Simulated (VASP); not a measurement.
A run of VASP 6.6.1:

File INCAR:

```
  ALGO = Normal
  EDIFF = 1E-7
  ENCUT = 520
  GGA = PE
  ISIF = 2
  ISMEAR = 1
  IVDW = 12
  LASPH = T
  LCHARG = F
  LREAL = F
  LWAVE = F
  NBANDS = 60
  NELM = 80
  PREC = Accurate
  SIGMA = 0.01
```

The input KPOINTS:

```
k-points
0
Gamma
  5 5 2
```

Contents of POSCAR:

```
LaAgGe2
1.0
    3.9978920000      0.0000000000      0.0000000000
    0.0000000000      3.9978920000      0.0000000000
    0.0000000000      0.0000000000      9.8933830000
Ag La Ge
2 2 4
Direct
    0.7500000000      0.2500000000      0.0000000000
    0.2500000000      0.7500000000      0.0000000000
    0.2500000000      0.2500000000      0.7651000000
    0.7500000000      0.7500000000      0.2349000000
    0.2500000000      0.2500000000      0.3220000000
    0.7500000000      0.7500000000      0.6780000000
    0.7500000000      0.2500000000      0.5000000000
    0.2500000000      0.7500000000      0.5000000000
```

Potentials or basis: VASP PAW PBE potentials, release 64 (Ag, La, Ge_d).

Launch:

```console
$ cat potpaw_PBE.64/Ag/POTCAR potpaw_PBE.64/La/POTCAR potpaw_PBE.64/Ge_d/POTCAR > POTCAR
$ mpirun -np 1 vasp_std > vasp.out
```

Hardware: 1 thread of AMD EPYC 7R43 64-Core Processor (Zen 3), with other jobs on the host.

**Question.** How long does it take, and how much memory?

**Answer.** Run time: 3.4 min on 1 thread of AMD EPYC 7R43 64-Core Processor (Zen 3), on a shared host, peak memory 0.29 GiB. Counts: scf iterations 16, k points 12.
